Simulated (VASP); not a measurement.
Here is a VASP 6.6.1 calculation.

File INCAR:

```
SYSTEM = MgO
ALGO     = Normal         ! electronic algorithm
EDIFF    = 1E-6           ! SCF threshold, eV
ENCUT    = 600            ! plane-wave cutoff, eV
GGA      = PE             ! functional
GGA_COMPAT= .FALSE.      
ISIF     = 2              ! what is computed and relaxed
ISMEAR   = 0              ! smearing method
LASPH    = .TRUE.         ! aspherical terms in the spheres
LCHARG   = .FALSE.        ! write CHGCAR
LREAL    = .FALSE.        ! projectors in reciprocal space
LWAVE    = .FALSE.        ! write WAVECAR
NBANDS   = 11             ! bands
NELM     = 120            ! most SCF steps
PREC     = Accurate       ! precision mode
SIGMA    = 0.02           ! smearing width, eV
```

The input KPOINTS:

```
k-points
0
G
  10 10 10
  0 0 0
```

The input POSCAR:

```
MgO
1.0
    0.0000000000      2.1271239466      2.1271239466
    2.1271239466      0.0000000000      2.1271239466
    2.1271239466      2.1271239466      0.0000000000
Mg O
1 1
Direct
    0.0000000000      0.0000000000      0.0000000000
    0.5000000000      0.5000000000      0.5000000000
```

Potentials or basis: VASP PAW PBE potentials, release 64 (Mg, O).

The run is started by

```sh
$ cat potpaw_PBE.64/Mg/POTCAR potpaw_PBE.64/O/POTCAR > POTCAR
$ mpirun -np 1 vasp_std > vasp.out
```

What does it give for the band gap on the k mesh?

4.44 eV.

What does it give for the pressure?

-1.1 GPa.
